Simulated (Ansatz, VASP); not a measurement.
**Two plane-wave programs on LaY4F**

```
La Y F
1.0
     0.00000    4.04372    4.04372
     4.04372    0.00000    4.04372
     4.04372    4.04372    0.00000
La Y F
1 4 1
Direct
  0.00000 0.00000 0.00000
  0.87697 0.37434 0.37434
  0.37434 0.37434 0.37434
  0.37434 0.87697 0.37434
  0.37434 0.37434 0.87697
  0.75000 0.75000 0.75000
```

Change from the starting cell: species swapped into the LuCdNi4 type (F-43m, No. 216).

Alike in both runs: task relaxation of cell and atoms; functional PBE; k mesh 4 × 4 × 4; occupations gaussian, width 0.1 eV; no spin polarisation.

```csv
,VASP,Ansatz
version,VASP 6.6.1,Ansatz 0.2.0
potentials or method,"VASP PAW PBE potentials, release 64 (La, Y_sv, F), cutoff 600 eV","scalar-relativistic, plane waves, PAW"
valence electrons in the cell,62,62
```

|  | VASP | Ansatz | Ansatz less VASP |
| --- | --- | --- | --- |
| gap on the k mesh at the Fermi level, each at its own relaxed structure (eV) | none | none | - |
| relaxed volume (Å³/atom) | 34.43 | 35.00 | +0.565 |
| relaxed cell length with the largest relative difference (Å) | 6.636 | 6.672 | +0.0361 |

A gap of «none» marks a metal or a gap that the smearing closes.

Spin-orbit coupling is off throughout. Noted on VASP's run: the volume moved by over 15 % at a fixed basis, so the end points are rough.
